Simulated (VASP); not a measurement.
Here is a VASP 6.6.1 calculation.

INCAR

```
SYSTEM = Al
PREC = Accurate ; ENCUT = 520
EDIFF = 1E-6 ; ISMEAR = 0
SIGMA = 0.1 ; LREAL = Auto
LASPH = .TRUE. ; NELM = 60
ALGO = Normal ; ISIF = 2
LWAVE = .FALSE. ; LCHARG = .FALSE.
GGA = PE ; NBANDS = 58
```

The input KPOINTS:

```
regular mesh
0
G
  3 3 3
  0 0 0
```

Contents of POSCAR:

```
Al
1.0
    0.0000000000      6.0621852160     -6.0621852160
    6.0621852160      6.0621852160      0.0000000000
    6.0621852160      0.0000000000     -6.0621852160
Al
26
Direct
    0.6666666979      0.1666666332      0.6666666979
    0.6666666979      0.6666666979      0.6666666979
    0.3437852731      1.0007526632      0.6676726058
    0.3133535074      0.3471733253      0.6589665043
    0.3437851906      0.6544561670      0.6676726883
    0.0199797591     -0.0138400588      0.6743668915
   -0.0104519241      0.3325806501      0.6656607075
   -0.0104519241      0.6788772288      0.6656607075
    0.6676726058      1.0007526632      0.3437852731
    0.6589665043      0.3471733253      0.3133535074
    0.6676726058      0.6544560845      0.3437852731
    0.3303124911      0.0030207754      0.3303124911
    0.3274980769      0.3377181539      0.3274980769
    0.3274980769      0.6739523545      0.3274980769
   -0.0095855699      0.0044946664      0.3429188363
   -0.0095856524      0.3288386826      0.3429189188
   -0.0042181159      0.6666666979      0.3375513824
    0.6743668915     -0.0138400588      0.0199797591
    0.6656607075      0.3325806501     -0.0104519241
    0.6656607075      0.6788772288     -0.0104519241
    0.3429189188      0.0044947488     -0.0095856524
    0.3429189188      0.3288386826     -0.0095856524
    0.3375513824      0.6666666979     -0.0042181159
    0.0058352721     -0.0043848050      0.0058352721
    0.0030208579      0.3303124086      0.0030208579
    0.0058352721      0.6593809588      0.0058352721
```

Potentials or basis: VASP PAW PBE potentials, release 64 (Al).

The run is started by

```bash
$ cat potpaw_PBE.64/Al/POTCAR > POTCAR
$ mpirun -np 1 vasp_std > vasp.out
```

(1) Estimate the pressure.

(2) What does it give for the largest force?

Results:

(1) -0.2 GPa.

(2) 0.007 eV/Å.
